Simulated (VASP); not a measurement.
# MoSe (P3m1) in VASP: notebook, part 2 of 2

VASP 6.6.1. Earlier steps stand in the parts before.

## Step 3: Density of states, PBE

The input, POSCAR:

```
MoSe
1.0
    3.4706685900      0.0000000000      0.0000000000
   -1.7353343000      3.0056871700      0.0000000000
    0.0000000000      0.0000000000      4.3727953400
Mo Se
1 1
Direct
    0.6666666700      0.3333333300      0.0254445500
    0.3333333300      0.6666666700      0.1184304700
```

The input, INCAR.step1:

```
  PREC = Accurate
  ENCUT = 400
  EDIFF = 1E-6
  ISMEAR = -1
  SIGMA = 0.05
  LREAL = F
  LASPH = T
  NELM = 120
  ALGO = Normal
  ISIF = 2
  LWAVE = F
  LCHARG = T
  LMAXMIX = 4
  GGA = PE
  NBANDS = 17
  GGA_COMPAT = F
  NEDOS = 2001
  LORBIT = 11
```

The input, KPOINTS.step1:

```
Automatic mesh
0
Gamma
  9 9 6
```

The input, INCAR.step2:

```
  PREC = Accurate
  ENCUT = 400
  EDIFF = 1E-6
  ISMEAR = -5
  SIGMA = 0.05
  LREAL = F
  LASPH = T
  NELM = 120
  ALGO = Normal
  ISIF = 2
  LWAVE = F
  LCHARG = F
  LMAXMIX = 4
  GGA = PE
  LORBIT = 10
  NBANDS = 17
  NEDOS = 2001
  ICHARG = 11
  GGA_COMPAT = F
```

The input, KPOINTS.step2:

```
Automatic mesh
0
Gamma
  14 14 9
```

Potentials or basis: VASP PAW PBE potentials, release 64 (Mo_sv, Se).

Launch:

```
$ cat potpaw_PBE.64/Mo_sv/POTCAR potpaw_PBE.64/Se/POTCAR > POTCAR
$ cp INCAR.step1 INCAR
$ cp KPOINTS.step1 KPOINTS
$ mpirun -np 1 vasp_std > vasp.out
$ cp INCAR.step2 INCAR
$ cp KPOINTS.step2 KPOINTS
$ mpirun -np 1 vasp_std > vasp.out
```

OUTCAR:

```text
PREC = Accurate
   ENCUT = 400
   EDIFF = 1E-6
   ISMEAR = -5
   LREAL = F
   LASPH = T
   NELM = 120
   ISIF = 2
   GGA = PE
   LORBIT = 10
   ICHARG = 11

 ion  position               nearest neighbor table
   1  0.667  0.333  0.025-   2 2.04   2 2.04   2 2.04
   2  0.333  0.667  0.118-   1 2.04   1 2.04   1 2.04

  LATTYP: Found a hexagonal cell.
 ALAT       =     3.4706685900
 C/A-ratio  =     1.2599288081

  Lattice vectors:

 A1 = (   3.4706685900,   0.0000000000,   0.0000000000)
 A2 = (  -1.7353343000,   3.0056871700,   0.0000000000)
 A3 = (   0.0000000000,   0.0000000000,   4.3727953400)

Analysis of symmetry for initial positions (statically):
=====================================================================
 Subroutine PRICEL returns:
 Original cell was already a primitive cell.

 Routine SETGRP: Setting up the symmetry group for a
 hexagonal supercell.

 Subroutine GETGRP returns: Found  6 space group operations
 (whereof  6 operations were pure point group operations)
 out of a pool of 24 trial point group operations.

The static configuration has the point symmetry C_3v.

Analysis of symmetry for dynamics (positions and initial velocities):
=====================================================================
 Subroutine PRICEL returns:
 Original cell was already a primitive cell.

 Routine SETGRP: Setting up the symmetry group for a
 hexagonal supercell.

 Subroutine GETGRP returns: Found  6 space group operations
 (whereof  6 operations were pure point group operations)
 out of a pool of 24 trial point group operations.

The dynamic configuration has the point symmetry C_3v.

 Subroutine INISYM returns: Found  6 space group operations
 (whereof  6 operations are pure point group operations),
 and found     1 'primitive' translations

----------------------------------------------------------------------------------------

                                     Primitive cell

  volume of cell :      45.6159

  direct lattice vectors                    reciprocal lattice vectors
     3.470668590  0.000000000  0.000000000     0.288128922  0.166351311  0.000000000
    -1.735334300  3.005687170  0.000000000     0.000000000  0.332702621  0.000000000
     0.000000000  0.000000000  4.372795340     0.000000000  0.000000000  0.228686669

  length of vectors
     3.470668590  3.470668595  4.372795340     0.332702622  0.332702621  0.228686669

  position of ions in fractional coordinates (direct lattice)
     0.666666670  0.333333330  0.025444550
     0.333333330  0.666666670  0.118430470

  ion indices of the primitive-cell ions
   primitive index   ion index
                 1           1
                 2           2

----------------------------------------------------------------------------------------

 KPOINTS: Automatic mesh

Automatic generation of k-mesh.
 Grid dimensions read from file:
 generate k-points for:   14   14    9

 Generating k-lattice:

  Cartesian coordinates                     Fractional coordinates (reciprocal lattice)
     0.020580637  0.011882237  0.000000000     0.071428571 -0.000000000  0.000000000
     0.000000000  0.023764473  0.000000000     0.000000000  0.071428571  0.000000000
     0.000000000  0.000000000  0.025409630     0.000000000  0.000000000  0.111111111

  Length of vectors
     0.023764473  0.023764473  0.025409630

  Shift w.r.t. Gamma in fractional coordinates (k-lattice)
     0.000000000  0.000000000  0.000000000

 TETIRR: Found   2581 inequivalent tetrahedra from    10584

 Subroutine IBZKPT returns following result:
 ===========================================

 Found    184 irreducible k-points:

 Following reciprocal coordinates:
            Coordinates               Weight
  0.000000  0.000000  0.000000      1.000000
  0.071429  0.000000  0.000000      6.000000
  0.142857  0.000000  0.000000      6.000000
  0.214286 -0.000000  0.000000      6.000000
  0.285714  0.000000  0.000000      6.000000
  0.357143  0.000000  0.000000      6.000000
[... 16 lines left out ...]
  0.285714  0.285714  0.000000      6.000000
  0.357143  0.285714  0.000000      6.000000
 [... further k-points ...]
   k-points           NKPTS =    184   k-points in BZ     NKDIM =    184   number of bands    NBANDS=     17
   number of dos      NEDOS =   2001   number of ions     NIONS =      2
   total plane-waves  NPLWV =  17280
   dimension x,y,z NGX =    24 NGY =   24 NGZ =   30
   dimension x,y,z NGXF=    48 NGYF=   48 NGZF=   60
   ions per type =               1   1
   NGX,Y,Z   is equivalent  to a cutoff of  11.50, 11.50, 11.41 a.u.
   NGXF,Y,Z  is equivalent  to a cutoff of  22.99, 22.99, 22.81 a.u.
 SYSTEM =  unknown system
   PREC   = accura    normal or accurate (medium, high low for compatibility)
   ISTART =      0    job   : 0-new  1-cont  2-samecut
   ICHARG =     11    charge: 1-file 2-atom 10-const
   ISPIN  =      1    spin polarized calculation?
   LNONCOLLINEAR =      F non collinear calculations
   LSORBIT =      F    spin-orbit coupling
   LASPH  =      T    aspherical Exc in radial PAW
   ENCUT  =  400.0 eV  29.40 Ry    5.42 a.u.   5.66  5.66  7.13*2*pi/ulx,y,z
   NELM   =    120;   NELMIN=  2; NELMDL=  0     # of ELM steps
   EDIFF  = 0.1E-05   stopping-criterion for ELM
   LREAL  =      F    real-space projection
   EDIFFG = 0.1E-04   stopping-criterion for IOM
   NSW    =      0    number of steps for IOM
   IBRION =     -1    ionic relax: 0-MD 1-quasi-New 2-CG
   NFREE  =      0    steps in history (QN), initial steepest desc. (CG)
   ISIF   =      2    stress and relaxation
   ISYM   =      2    0-nonsym 1-usesym 2-fastsym
   POTIM  = 0.5000    time-step for ionic-motion
   TEBEG  =    0.0;   TEEND  =   0.0 temperature during run
   PSTRESS=    0.0 pullay stress
   NELECT =      20.0000    total number of electrons
   NUPDOWN=      -1.0000    fix difference up-down
   EMIN   =  10.00;   EMAX   =-10.00  energy-range for DOS
   EFERMI =   0.00;   METHOD = LEGACY
   ISMEAR =    -5;   SIGMA  =   0.05  broadening in eV -4-tet -1-fermi 0-gaus
   EFERMI_NEDOS =   21; number of points for ismear=-14 and -15
   IALGO  =     38    algorithm
   IMIX   =      4    mixing-type and parameters
     AMIX     =   0.40;   BMIX     =  1.00
     AMIX_MAG =   1.60;   BMIX_MAG =  1.00
  volume/ion in A,a.u.               =      22.81       153.92
  Fermi-wavevector in a.u.,A,eV,Ry     =   1.243692  2.350237 21.045077  1.546770
  Thomas-Fermi vector in A             =   2.377991
   LORBIT       =     10    0 simple, 1 ext, 2 COOP (PROOUT), +10 PAW based schemes
   GGA     = PE    functional components
   LHFCALC =     F    Hartree Fock is set to
   AEXX    =    0.0000 exact exchange contribution
   IVDW    =     0    specifies the selected vdW correction
   LEPSILON=     F    determine dielectric tensor
   LRPA    =     F    only Hartree local field effects (RPA)
 non-spin polarized calculation
 Fermi weights with tetrahedron method with Bloechl corrections
  energy-cutoff  :      400.00
  volume of cell :       45.62
 maximum number of plane-waves:       844
 NGX is ok and might be reduce to    24

 number of electron      20.0000007 magnetization

 Free energy of the ion-electron system (eV)
  ---------------------------------------------------
  ext. energy  EPLUGINS =         0.00000000
  ---------------------------------------------------
  free energy    TOTEN  =        -7.89262021 eV

  energy without entropy =       -7.89262021  energy(sigma->0) =       -7.89262021

 E-fermi :   5.6260     XC(G=0):  -9.8013

 val. band max:        5.6621782373   @ k =   0.0000   0.0000   0.3333
 cond. band min:       5.5531717650   @ k =  -0.2143   0.5000   0.2222
 fundamental gap:     -0.1090064723
 Fermi energy:         5.6260430367

 k-point     1 :       0.0000    0.0000    0.0000
  band No.  band energies     occupation
      1     -54.4443      2.00000
      2     -29.0514      2.00000
      3     -29.0514      2.00000
      4     -28.4215      2.00000
      5      -9.7098      2.00000
      6      -0.7135      2.00000
[... 9 lines left out ...]
     16      17.3711      0.00000
     17      17.4343      0.00000
[... 441 lines left out ...]
 k-point    24 :       0.3571    0.2857    0.0000
  band No.  band energies     occupation
      1     -54.4133      2.00000
      2     -29.3893      2.00000
      3     -29.2331      2.00000
      4     -28.3813      2.00000
      5      -8.0905      2.00000
      6       0.5604      2.00000
[... 9 lines left out ...]
     16      14.0426      0.00000
     17      16.0630      0.00000

 [... further k-points ...]
[... 5 lines left out ...]
  --------------------------------------------------------------------------------------
  -------------------------------------------------------------------------------------
  Total       29.5968177     29.5968177      0.4332903     -0.0000000      0.0000000     -0.0000000
  in kB     1039.5359787   1039.5359807     15.2185561     -0.0000017      0.0000000     -0.0000000
  external PRESSURE =     698.0968385 kB  Pullay stress =       0.0000000 kB

 VOLUME and BASIS-vectors are now :
 -----------------------------------------------------------------------------
  energy-cutoff  :      400.00
  volume of cell :       45.62
      direct lattice vectors                 reciprocal lattice vectors
     3.470668590  0.000000000  0.000000000     0.288128922  0.166351311  0.000000000
    -1.735334300  3.005687170  0.000000000     0.000000000  0.332702621  0.000000000
     0.000000000  0.000000000  4.372795340     0.000000000  0.000000000  0.228686669

 POSITION                                       TOTAL-FORCE (eV/Angst)
 -----------------------------------------------------------------------------------
      1.73533      1.00190      0.11126        -0.000000      0.000000     -6.294773
     -0.00000      2.00379      0.51787         0.000000     -0.000000      6.294773
 -----------------------------------------------------------------------------------
    total drift:                               -0.002973      0.001716     -0.003446

  FREE ENERGIE OF THE ION-ELECTRON SYSTEM (eV)
  ---------------------------------------------------
  free  energy   TOTEN  =        -7.8926202140 eV

  energy  without entropy=       -7.8926202140  energy(sigma->0) =       -7.89262021

 total charge

# of ion       s       p       d       tot
------------------------------------------
    1        2.378   6.220   4.931  13.529
    2        1.502   2.671   0.313   4.486
--------------------------------------------------
tot          3.880   8.891   5.244  18.015
```

Wall time 50 s (1 thread of Intel Xeon Platinum 8375C at 2.90GHz (Ice Lake), shared host); peak memory 0.21 GiB.

What came out:

```
Valence electrons inside the program's atomic spheres : Mo 13.53; Se 4.49
```

Caveat: tetrahedron occupations give inexact forces and stress in metals.
